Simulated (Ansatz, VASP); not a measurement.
One calculation of WC, two programs

INCAR

```
SYSTEM = WC
ALGO = Normal ; EDIFF = 1E-8
ENCUT = 520 ; GGA = PE
ISIF = 2 ; ISMEAR = -1
LASPH = .TRUE. ; LCHARG = .FALSE.
LEFG = .TRUE. ; LREAL = .FALSE.
LWAVE = .FALSE. ; NBANDS = 16
NELM = 100 ; PREC = Accurate
SIGMA = 0.05
```

The input KPOINTS:

```
k-points
0
G
  13 13 12
  0 0 0
```

POSCAR

```
WC
1.0
    2.9101377242      0.0000000000      0.0000000000
   -1.4550688621      2.5202531977      0.0000000000
    0.0000000000      0.0000000000      2.8383987401
W C
1 1
Direct
    0.0000000000      0.0000000000      0.0000000000
    0.6666666667      0.3333333333      0.5000000000
```

Input for Ansatz:

```yaml
crystal:
  lattice:
    - [2.9101377242, 0.0, 0.0]
    - [-1.4550688621, 2.5202531977, 0.0]
    - [0.0, 0.0, 2.8383987401]
  atoms:
    - { symbol: W, position: [0.0, 0.0, 0.0] }
    - { symbol: C, position: [0.6666666667, 0.3333333333, 0.5] }
kpoints:
  mp_grid: { grid: [13, 13, 12] }
scf:
  occupations: { method: fermi_dirac, width: 0.05 }
hamiltonian:
  xc: pbe
  pseudopotentials: { kind: all_electron, datasets: crystal }
output:
  forces: true
  stress: true
  eigenvalues: true
  efg: { contact_densities: true }
```

Change from the starting cell: volume scaled by 1.01, crystal datasets.

Alike in both runs: task electric field gradients; functional PBE; k mesh 13 × 13 × 12; occupations fermi-dirac, width 0.05 eV; no spin polarisation.

|  | VASP | Ansatz |
| --- | --- | --- |
| version | VASP 6.6.1 | Ansatz 0.2.0 |
| potentials or method | VASP PAW PBE potentials, release 64 (W_sv, C), cutoff 520 eV | all-electron PAW with datasets made for the crystal, scalar-relativistic |

```tsv
	VASP	Ansatz	Ansatz less VASP
pressure (GPa)	5.4	4.4	-1.03
traceless stress, the component that is largest in VASP (GPa)	-0.10	-0.31	-0.209
size of Vzz on the site where it differs most (V/Å²)	140.5	130.5	-10.01
```

Ansatz ran all-electron here, and VASP with PAW potentials.

Spin-orbit coupling is off throughout.
